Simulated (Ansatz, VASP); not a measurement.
## TiSi2 in VASP and in Ansatz

```
CELL_PARAMETERS angstrom
0.00000 4.13518 4.27960
2.40387 0.00000 4.27960
2.40387 4.13518 0.00000
ATOMIC_POSITIONS crystal
Ti 0.76601 0.73399 0.73399
Ti 0.51601 0.48399 0.48399
Si 0.08895 0.44258 0.08470
Si 0.38377 0.08470 0.44258
Si 0.16530 0.86623 0.16105
Si 0.80742 0.16105 0.86623
```

Change from the starting cell: mode 4 (183.3 1/cm) frozen in, largest displacement -0.150 Å.

Alike in both runs: task single point; functional PBE; k mesh 14 × 14 × 14; occupations gaussian, width 0.15 eV; no spin polarisation.

|  | VASP | Ansatz |
| --- | --- | --- |
| version | VASP 6.6.1 | Ansatz 0.2.0 |
| potentials or method | VASP PAW PBE potentials, release 64 (Ti_sv, Si), cutoff 520 eV | scalar-relativistic, plane waves, PAW |
| valence electrons in the cell | 40 | 40 |

|  | VASP | Ansatz | Ansatz less VASP |
| --- | --- | --- | --- |
| gap on the k mesh at the Fermi level (eV) | none | none | - |
| pressure (GPa) | 0.8 | 0.8 | +0.04 |
| traceless stress, the component that is largest in VASP (GPa) | 1.09 | 1.09 | +0.001 |
| rms of the force components (eV/Å) | 0.297 | 0.297 | -0.0002 |

Atom by atom the forces differ by 0.001 eV/Å (rms over components). A gap of «none» marks a metal or a gap that the smearing closes. The functional is the same, so the differences come from potentials, cutoffs and numerics.
